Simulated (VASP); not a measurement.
Here is a VASP 6.6.1 calculation.

File INCAR:

```
ALGO = Normal
EDIFF = 1E-6
ENCUT = 520
ISIF = 2
ISMEAR = -1
LASPH = T
LCHARG = T
LELF = T
LREAL = F
LVHAR = T
LWAVE = F
NBANDS = 11
NELM = 100
PREC = Accurate
SIGMA = 0.05
```

File KPOINTS:

```
k-points
0
Gamma
  4 4 4
```

File POSCAR:

```
Si
1.0
    0.0000000000      2.7016643793      2.7016643793
    2.7016643793      0.0000000000      2.7016643793
    2.7016643793      2.7016643793      0.0000000000
Si
2
Direct
    0.5000000000      0.5000000000      0.5000000000
    0.7500000000      0.7500000000      0.7500000000
```

Potentials or basis: VASP PAW LDA potentials, release 64 (Si).

Run with:

```bash
$ cat potpaw_LDA.64/Si/POTCAR > POTCAR
$ mpirun -np 1 vasp_std > vasp.out
```

Task: What does it give for the band gap on the k mesh?

Result: 0.54 eV, indirect (least direct gap 2.51 eV).

Task: Estimate the pressure.

Result: 0.6 GPa.

Caveat: the k points lie up to 0.50 Å⁻¹ apart. A k mesh can miss the band edges.
